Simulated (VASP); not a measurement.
# PbO (P4/nmm) in VASP: further runs

PbO is run at these levels: r2SCAN; tasks: single point.

All numbers are computed with VASP 6.6.1; they aren't measurements. Logs are shortened: lines on timing, memory, paths and dates and some standing lists are left out, and cuts for length are marked.

**1. The cell of the first run**

It takes space group P4/nmm (No. 129, tetragonal). The conventional cell has a = 3.983 Å, b = 3.983 Å, c = 5.144 Å, α = 90.00°, β = 90.00°, γ = 90.00°. Pb (site symmetry 4mm) has 4 O at 2.32 Å within 3.1 Å. Within 3.1 Å of O (site symmetry -4m2) lie 4 Pb at 2.32 Å and 4 O at 2.82 Å.

**2. Single point, r2SCAN (20.40 Å³/atom)**

Contents of POSCAR:

```
PbO
1.0
    3.9827491914      0.0000000000      0.0000000000
    0.0000000000      3.9827491914      0.0000000000
    0.0000000000      0.0000000000      5.1441704782
Pb O
2 2
Direct
    0.5000000000      0.0000000000      0.2304464617
    0.0000000000      0.5000000000      0.7695535383
    0.0000000000      0.0000000000      0.0000000000
    0.5000000000      0.5000000000      0.0000000000
```

Contents of INCAR.step1:

```
PREC = Accurate
ENCUT = 520
ISMEAR = 0
SIGMA = 0.05
LREAL = False
LASPH = True
NELM = 80
NBANDS = 28
GGA = PE
ALGO = Normal
EDIFF = 1E-4
LWAVE = True
LCHARG = False
```

Contents of INCAR.step2:

```
PREC = Accurate
ENCUT = 520
EDIFF = 1E-6
ISMEAR = 0
SIGMA = 0.05
LREAL = False
LASPH = True
NELM = 80
ALGO = Normal
ISIF = 2
LWAVE = False
LCHARG = False
METAGGA = R2SCAN
LMIXTAU = True
NBANDS = 28
ISTART = 1
```

Contents of KPOINTS:

```
Automatic mesh
0
Gamma
  6 6 4
```

Potentials or basis: VASP PAW PBE potentials, release 64 (Pb_d, O).

Command:

```sh
$ cat potpaw_PBE.64/Pb_d/POTCAR potpaw_PBE.64/O/POTCAR > POTCAR
$ cp INCAR.step1 INCAR
$ mpirun -np 1 vasp_std > vasp.out
$ cp INCAR.step2 INCAR
$ mpirun -np 1 vasp_std > vasp.out
```

OUTCAR:

```text
PREC = Accurate
   ENCUT = 520
   EDIFF = 1E-6
   ISMEAR = 0
   LREAL = False
   LASPH = True
   NELM = 80
   ISIF = 2
   METAGGA = R2SCAN
   ISTART = 1

 ion  position               nearest neighbor table
   1  0.500  0.000  0.230-   3 2.32   4 2.32   4 2.32   3 2.32   2 3.68   2 3.68   2 3.68   2 3.68
                             2 3.95   2 3.95   2 3.95   2 3.95
   2  0.000  0.500  0.770-   3 2.32   4 2.32   3 2.32   4 2.32   1 3.68   1 3.68   1 3.68   1 3.68
                             1 3.95   1 3.95   1 3.95   1 3.95
   3  0.000  0.000  0.000-   1 2.32   2 2.32   2 2.32   1 2.32
   4  0.500  0.500  0.000-   1 2.32   2 2.32   1 2.32   2 2.32

  LATTYP: Found a simple tetragonal cell.
 ALAT       =     3.9827491914
 C/A-ratio  =     1.2916129615

  Lattice vectors:

 A1 = (   3.9827491914,   0.0000000000,   0.0000000000)
 A2 = (   0.0000000000,   3.9827491914,   0.0000000000)
 A3 = (   0.0000000000,   0.0000000000,   5.1441704782)

Analysis of symmetry for initial positions (statically):
=====================================================================
 Subroutine PRICEL returns:
 Original cell was already a primitive cell.

 Routine SETGRP: Setting up the symmetry group for a
 simple tetragonal supercell.

 Subroutine GETGRP returns: Found 16 space group operations
 (whereof  8 operations were pure point group operations)
 out of a pool of 16 trial point group operations.

The static configuration has the point symmetry D_2d.
 The point group associated with its full space group is D_4h.

Analysis of symmetry for dynamics (positions and initial velocities):
=====================================================================
 Subroutine PRICEL returns:
 Original cell was already a primitive cell.

 Routine SETGRP: Setting up the symmetry group for a
 simple tetragonal supercell.

 Subroutine GETGRP returns: Found 16 space group operations
 (whereof  8 operations were pure point group operations)
 out of a pool of 16 trial point group operations.

The dynamic configuration has the point symmetry D_2d.
 The point group associated with its full space group is D_4h.

 Subroutine INISYM returns: Found 16 space group operations
 (whereof  8 operations are pure point group operations),
 and found     1 'primitive' translations

[... 93 lines left out ...]
   LNONCOLLINEAR =      F non collinear calculations
   LSORBIT =      F    spin-orbit coupling
   LASPH  =      T    aspherical Exc in radial PAW
   ENCUT  =  520.0 eV  38.22 Ry    6.18 a.u.   7.41  7.41  9.56*2*pi/ulx,y,z
   NELM   =     80;   NELMIN=  2; NELMDL=  0     # of ELM steps
   EDIFF  = 0.1E-05   stopping-criterion for ELM
   LREAL  =      F    real-space projection
   EDIFFG = 0.1E-04   stopping-criterion for IOM
   NSW    =      0    number of steps for IOM
   IBRION =     -1    ionic relax: 0-MD 1-quasi-New 2-CG
   NFREE  =      0    steps in history (QN), initial steepest desc. (CG)
   ISIF   =      2    stress and relaxation
   ISYM   =      2    0-nonsym 1-usesym 2-fastsym
   POTIM  = 0.5000    time-step for ionic-motion
   TEBEG  =    0.0;   TEEND  =   0.0 temperature during run
   PSTRESS=    0.0 pullay stress
   NELECT =      40.0000    total number of electrons
   NUPDOWN=      -1.0000    fix difference up-down
   EMIN   =  10.00;   EMAX   =-10.00  energy-range for DOS
   EFERMI =   0.00;   METHOD = LEGACY
   ISMEAR =     0;   SIGMA  =   0.05  broadening in eV -4-tet -1-fermi 0-gaus
   EFERMI_NEDOS =   21; number of points for ismear=-14 and -15
   IALGO  =     38    algorithm
   IMIX   =      4    mixing-type and parameters
     AMIX     =   0.40;   BMIX     =  1.00
     AMIX_MAG =   1.60;   BMIX_MAG =  1.00
  volume/ion in A,a.u.               =      20.40       137.66
  Fermi-wavevector in a.u.,A,eV,Ry     =   1.290826  2.439308 22.670463  1.666232
  Thomas-Fermi vector in A             =   2.422634
   LORBIT       =      0    0 simple, 1 ext, 2 COOP (PROOUT), +10 PAW based schemes
   METAGGA = R2SCAN    functional components
   LHFCALC =     F    Hartree Fock is set to
   AEXX    =    0.0000 exact exchange contribution
   IVDW    =     0    specifies the selected vdW correction
   LEPSILON=     F    determine dielectric tensor
   LRPA    =     F    only Hartree local field effects (RPA)
 non-spin polarized calculation
 Gauss-broadening in eV      SIGMA  =   0.05
  energy-cutoff  :      520.00
  volume of cell :       81.60
 maximum number of plane-waves:      2228
 NGX is ok and might be reduce to    30
   NGX = 15   NGY = 15   NGZ = 19

 number of electron      40.0000002 magnetization

 Free energy of the ion-electron system (eV)
  ---------------------------------------------------
  ext. energy  EPLUGINS =         0.00000000
  ---------------------------------------------------
  free energy    TOTEN  =      -129.51537496 eV

  energy without entropy =     -129.51537496  energy(sigma->0) =     -129.51537496

 E-fermi :   4.8795     XC(G=0): -10.2864

 val. band max:        4.6673377052   @ k =   0.0000   0.0000   0.0000
 cond. band min:       6.3294192188   @ k =   0.5000   0.5000   0.0000
 fundamental gap:      1.6620815135
 Fermi energy:         4.8795245748

 k-point     1 :       0.0000    0.0000    0.0000
  band No.  band energies     occupation
      1     -14.7736      2.00000
      2     -14.1507      2.00000
      3     -11.8679      2.00000
      4     -11.8679      2.00000
      5     -11.8040      2.00000
      6     -11.7977      2.00000
[... 733 lines left out ...]
     27      14.5897      0.00000
     28      14.5897      0.00000

 [... further k-points ...]

------------------------ aborting loop because EDIFF is reached ----------------------------------------

  FORCE on cell =-STRESS in cart. coord.  units (eV):
  Direction    XX          YY          ZZ          XY          YZ          ZX
  --------------------------------------------------------------------------------------
  -------------------------------------------------------------------------------------
  Total        0.5997628      0.5997628      0.5129999      0.0000000      0.0000000      0.0000000
  in kB       11.7762987     11.7762987     10.0727170      0.0000000      0.0000000      0.0000000
  external PRESSURE =      11.2084381 kB  Pullay stress =       0.0000000 kB

 VOLUME and BASIS-vectors are now :
 -----------------------------------------------------------------------------
  energy-cutoff  :      520.00
  volume of cell :       81.60
      direct lattice vectors                 reciprocal lattice vectors
     3.982749191  0.000000000  0.000000000     0.251082846  0.000000000  0.000000000
     0.000000000  3.982749191  0.000000000     0.000000000  0.251082846  0.000000000
     0.000000000  0.000000000  5.144170478     0.000000000  0.000000000  0.194394802

 POSITION                                       TOTAL-FORCE (eV/Angst)
 -----------------------------------------------------------------------------------
      1.99137      0.00000      1.18546         0.000000      0.000000      0.112320
      0.00000      1.99137      3.95871        -0.000000      0.000000     -0.112320
      0.00000      0.00000      0.00000        -0.000000      0.000000      0.000000
      1.99137      1.99137      0.00000         0.000000     -0.000000      0.000000
 -----------------------------------------------------------------------------------
    total drift:                                0.000000      0.000000     -0.000000

  FREE ENERGIE OF THE ION-ELECTRON SYSTEM (eV)
  ---------------------------------------------------
  free  energy   TOTEN  =      -129.5153749620 eV

  energy  without entropy=     -129.5153749620  energy(sigma->0) =     -129.51537496
```

Wall time 3.7 min (1 thread of Intel Xeon 6975P-C (Granite Rapids), shared host); peak memory 0.22 GiB.

What came out:

- Free energy: -129.5154 eV
- Pressure: 1.1 GPa
- Largest force: 0.112 eV/Å
- Band gap on the k mesh: 1.66 eV (least direct gap 2.66 eV)

Forces in eV/Å, atoms in the order of the input:
```
Pb   0.000  0.000  0.112
Pb   0.000  0.000 -0.112
O    0.000  0.000  0.000
O    0.000  0.000  0.000
```

Levels at points of the mesh, in eV from the valence-band top:
```tsv
k point	band 16	band 17	band 18	band 19	band 20	band 21	band 22	band 23	band 24	band 25
(0.00, 0.00, 0.00)	-4.40	-1.82	-1.78	-1.78	0.00	2.66	5.57	6.16	6.16	6.93
(0.50, 0.00, 0.00)	-3.33	-3.13	-3.13	-1.69	-1.69	3.66	3.66	6.82	6.82	7.18
(0.50, 0.50, 0.00)	-3.58	-1.76	-1.76	-1.14	-1.14	1.66	1.66	5.64	5.64	8.12
(0.00, 0.00, 0.50)	-4.27	-1.85	-1.80	-1.80	-1.02	2.29	4.53	4.53	4.59	9.08
(0.50, 0.00, 0.50)	-3.74	-3.11	-3.11	-1.08	-1.08	3.32	3.32	6.84	6.84	7.66
(0.50, 0.50, 0.50)	-3.94	-2.26	-2.26	-1.14	-1.14	3.84	3.84	4.98	4.98	6.12
```

Caveat: the PAW data sets were made with another functional, which shifts forces and pressure a little; spin-orbit coupling is left out, which moves the levels of the heavy elements.

**3. Single point, r2SCAN (20.82 Å³/atom)**

This run uses another cell than the first one, of 20.82 Å³/atom.

Contents of POSCAR:

```
PbO
1.0
    3.9850781893      0.0000000000      0.0000000000
    0.0000000000      3.9850781893      0.0000000000
    0.0000000000      0.0000000000      5.2452044117
Pb O
2 2
Direct
    0.5000000000      0.0000000000      0.2262878301
    0.0000000000      0.5000000000      0.7737121699
    0.0000000000      0.0000000000      0.0000000000
    0.5000000000      0.5000000000      0.0000000000
```

Contents of INCAR.step1:

```
PREC     = Accurate       # precision mode
ENCUT    = 520            # plane-wave cutoff, eV
ISMEAR   = 0              # smearing method
SIGMA    = 0.05           # smearing width, eV
LREAL    = F              # projectors in reciprocal space
LASPH    = T              # aspherical terms in the spheres
NELM     = 60             # most SCF steps
NBANDS   = 28             # bands
GGA      = PE             # functional
ALGO     = Normal         # electronic algorithm
EDIFF    = 1E-4           # SCF threshold, eV
LWAVE    = T              # write WAVECAR
LCHARG   = F              # write CHGCAR
```

Contents of INCAR.step2:

```
PREC     = Accurate       # precision mode
ENCUT    = 520            # plane-wave cutoff, eV
EDIFF    = 1E-6           # SCF threshold, eV
ISMEAR   = 0              # smearing method
SIGMA    = 0.05           # smearing width, eV
LREAL    = F              # projectors in reciprocal space
LASPH    = T              # aspherical terms in the spheres
NELM     = 60             # most SCF steps
ALGO     = Normal         # electronic algorithm
ISIF     = 2              # what is computed and relaxed
LWAVE    = F              # write WAVECAR
LCHARG   = F              # write CHGCAR
METAGGA  = R2SCAN         # meta-GGA
LMIXTAU  = T            
NBANDS   = 28             # bands
ISTART   = 1
```

KPOINTS is that of step 2.

Potentials or basis: VASP PAW PBE potentials, release 64 (Pb_d, O).

Command:

```sh
$ cat potpaw_PBE.64/Pb_d/POTCAR potpaw_PBE.64/O/POTCAR > POTCAR
$ cp INCAR.step1 INCAR
$ mpirun -np 1 vasp_std > vasp.out
$ cp INCAR.step2 INCAR
$ mpirun -np 1 vasp_std > vasp.out
```

OUTCAR:

```text
PREC = Accurate
   ENCUT = 520
   EDIFF = 1E-6
   ISMEAR = 0
   LREAL = F
   LASPH = T
   NELM = 60
   ISIF = 2
   METAGGA = R2SCAN
   ISTART = 1

 ion  position               nearest neighbor table
   1  0.500  0.000  0.226-   3 2.32   4 2.32   4 2.32   3 2.32   2 3.68   2 3.68   2 3.68   2 3.68
                             2 4.02   2 4.02   2 4.02   2 4.02
   2  0.000  0.500  0.774-   3 2.32   4 2.32   3 2.32   4 2.32   1 3.68   1 3.68   1 3.68   1 3.68
                             1 4.02   1 4.02   1 4.02   1 4.02
   3  0.000  0.000  0.000-   1 2.32   2 2.32   2 2.32   1 2.32
   4  0.500  0.500  0.000-   1 2.32   2 2.32   1 2.32   2 2.32

  LATTYP: Found a simple tetragonal cell.
 ALAT       =     3.9850781893
 C/A-ratio  =     1.3162111664

  Lattice vectors:

 A1 = (   3.9850781893,   0.0000000000,   0.0000000000)
 A2 = (   0.0000000000,   3.9850781893,   0.0000000000)
 A3 = (   0.0000000000,   0.0000000000,   5.2452044117)

Analysis of symmetry for initial positions (statically):
=====================================================================
 Subroutine PRICEL returns:
 Original cell was already a primitive cell.

 Routine SETGRP: Setting up the symmetry group for a
 simple tetragonal supercell.

 Subroutine GETGRP returns: Found 16 space group operations
 (whereof  8 operations were pure point group operations)
 out of a pool of 16 trial point group operations.

The static configuration has the point symmetry D_2d.
 The point group associated with its full space group is D_4h.

Analysis of symmetry for dynamics (positions and initial velocities):
=====================================================================
 Subroutine PRICEL returns:
 Original cell was already a primitive cell.

 Routine SETGRP: Setting up the symmetry group for a
 simple tetragonal supercell.

 Subroutine GETGRP returns: Found 16 space group operations
 (whereof  8 operations were pure point group operations)
 out of a pool of 16 trial point group operations.
[... 125 lines left out ...]
     AMIX     =   0.40;   BMIX     =  1.00
     AMIX_MAG =   1.60;   BMIX_MAG =  1.00
  volume/ion in A,a.u.               =      20.82       140.53
  Fermi-wavevector in a.u.,A,eV,Ry     =   1.281985  2.422600 22.360963  1.643484
  Thomas-Fermi vector in A             =   2.414323
   LORBIT       =      0    0 simple, 1 ext, 2 COOP (PROOUT), +10 PAW based schemes
   METAGGA = R2SCAN    functional components
   LHFCALC =     F    Hartree Fock is set to
   AEXX    =    0.0000 exact exchange contribution
   IVDW    =     0    specifies the selected vdW correction
   LEPSILON=     F    determine dielectric tensor
   LRPA    =     F    only Hartree local field effects (RPA)
 non-spin polarized calculation
 Gauss-broadening in eV      SIGMA  =   0.05
  energy-cutoff  :      520.00
  volume of cell :       83.30
 maximum number of plane-waves:      2276
 NGX is ok and might be reduce to    30
   NGX = 15   NGY = 15   NGZ = 19

 number of electron      39.9999994 magnetization

 Free energy of the ion-electron system (eV)
  ---------------------------------------------------
  ext. energy  EPLUGINS =         0.00000000
  ---------------------------------------------------
  free energy    TOTEN  =      -129.52072082 eV

  energy without entropy =     -129.52072082  energy(sigma->0) =     -129.52072082

 E-fermi :   4.7288     XC(G=0): -10.1570

 val. band max:        4.4740787237   @ k =   0.0000   0.0000   0.0000
 cond. band min:       6.2296626536   @ k =   0.5000   0.5000   0.0000
 fundamental gap:      1.7555839299
 Fermi energy:         4.7287701584

 k-point     1 :       0.0000    0.0000    0.0000
  band No.  band energies     occupation
      1     -14.9368      2.00000
      2     -14.3180      2.00000
      3     -12.0435      2.00000
      4     -12.0435      2.00000
      5     -11.9874      2.00000
      6     -11.9739      2.00000
[... 733 lines left out ...]
     27      14.3806      0.00000
     28      14.3806      0.00000

 [... further k-points ...]

------------------------ aborting loop because EDIFF is reached ----------------------------------------

  FORCE on cell =-STRESS in cart. coord.  units (eV):
  Direction    XX          YY          ZZ          XY          YZ          ZX
  --------------------------------------------------------------------------------------
  -------------------------------------------------------------------------------------
  Total        0.4154472      0.4154472      0.3272657      0.0000000      0.0000000      0.0000000
  in kB        7.9908001      7.9908001      6.2946982      0.0000000      0.0000000      0.0000000
  external PRESSURE =       7.4254328 kB  Pullay stress =       0.0000000 kB

 VOLUME and BASIS-vectors are now :
 -----------------------------------------------------------------------------
  energy-cutoff  :      520.00
  volume of cell :       83.30
      direct lattice vectors                 reciprocal lattice vectors
     3.985078189  0.000000000  0.000000000     0.250936105  0.000000000  0.000000000
     0.000000000  3.985078189  0.000000000     0.000000000  0.250936105  0.000000000
     0.000000000  0.000000000  5.245204412     0.000000000  0.000000000  0.190650339

 POSITION                                       TOTAL-FORCE (eV/Angst)
 -----------------------------------------------------------------------------------
      1.99254      0.00000      1.18693         0.000000     -0.000000      0.111513
      0.00000      1.99254      4.05828        -0.000000     -0.000000     -0.111513
      0.00000      0.00000      0.00000         0.000000     -0.000000      0.000000
      1.99254      1.99254      0.00000        -0.000000      0.000000      0.000000
 -----------------------------------------------------------------------------------
    total drift:                                0.000000      0.000000     -0.000000

  FREE ENERGIE OF THE ION-ELECTRON SYSTEM (eV)
  ---------------------------------------------------
  free  energy   TOTEN  =      -129.5207208187 eV

  energy  without entropy=     -129.5207208187  energy(sigma->0) =     -129.52072082
```

OUTCAR.step1:

```text
PREC = Accurate
   ENCUT = 520
   ISMEAR = 0
   LREAL = F
[... 978 lines left out ...]
      1.99254      0.00000      1.18693        -0.000000      0.000000      0.419915
      0.00000      1.99254      4.05828        -0.000000      0.000000     -0.419915
      0.00000      0.00000      0.00000        -0.000000      0.000000     -0.000000
      1.99254      1.99254      0.00000         0.000000     -0.000000     -0.000000
 -----------------------------------------------------------------------------------
    total drift:                                0.000000      0.000000     -0.000000

  FREE ENERGIE OF THE ION-ELECTRON SYSTEM (eV)
  ---------------------------------------------------
  free  energy   TOTEN  =       -21.4627327043 eV

  energy  without entropy=      -21.4627327043  energy(sigma->0) =      -21.46273270
```

It took 3.3 min on 1 thread of Intel Xeon 6975P-C (Granite Rapids), shared host; peak memory 0.22 GiB.

What came out:

- Free energy: -129.5207 eV
- Pressure: 0.7 GPa
- Largest force: 0.112 eV/Å
- Band gap on the k mesh: 1.76 eV (least direct gap 2.57 eV)

Forces in eV/Å, atoms in the order of the input:
```
Pb   0.000  0.000  0.112
Pb   0.000  0.000 -0.112
O    0.000  0.000  0.000
O    0.000  0.000  0.000
```

Stress tensor (GPa, compression positive):
```
0.80 0.00 0.00
0.00 0.80 0.00
0.00 0.00 0.63
```

Caveat: the PAW data sets were made with another functional, which shifts forces and pressure a little; spin-orbit coupling is left out, which moves the levels of the heavy elements. A k mesh can miss the band edges.

[end of part 1 of 2]
